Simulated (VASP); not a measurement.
Runs of VASP 6.6.1 on MnHg. The structure is that of space group Pm-3m (No. 221), or close to it. The cells are those of the table. 

```tsv
task	level	potentials or basis	cell	gap on the mesh (eV)	pressure (GPa)	moment (μB)
single point	PBE	VASP PAW PBE potentials, release 64 (Mn_pv, Hg)	a = 3.359 Å, 2 atoms	none	(c)	(b)
single point	PBEsol	VASP PAW PBE potentials, release 64 (Mn_pv, Hg)	a = 3.315 Å, 2 atoms	none	-4.5	3.92
single point	LDA	VASP PAW LDA potentials, release 64 (Mn_pv, Hg)	a = 3.315 Å, 2 atoms	none	-9.9	3.70
single point	PBE	VASP PAW PBE potentials, release 64 (Mn_pv, Hg)	a = 3.315 Å, 2 atoms	none	1.0	3.92
electric field gradients	PBE	VASP PAW PBE potentials, release 64 (Mn_pv, Hg)	a = 3.270 Å, 2 atoms	none	(a)	3.79
```

Alike in all rows: spin collinear, ferromagnetic start; k mesh 11 × 11 × 11; cutoff (eV) 520; smearing fermi-dirac 0.08 eV.

Task: Estimate the missing entries.

Result: (a) 4.3; (b) 4.00; (c) -1.8.

Caveats: spin-orbit coupling is left out, which moves the levels of the heavy elements; the cell stands under tension (at least some runs); the PAW data sets were made with another functional, which shifts forces and pressure a little (at least some runs); the cell stands under pressure (at least some runs).

A k mesh can miss the band edges, and the runs leave out spin-orbit coupling on Hg.

A gap of «none» marks levels without a gap at the run's occupations.
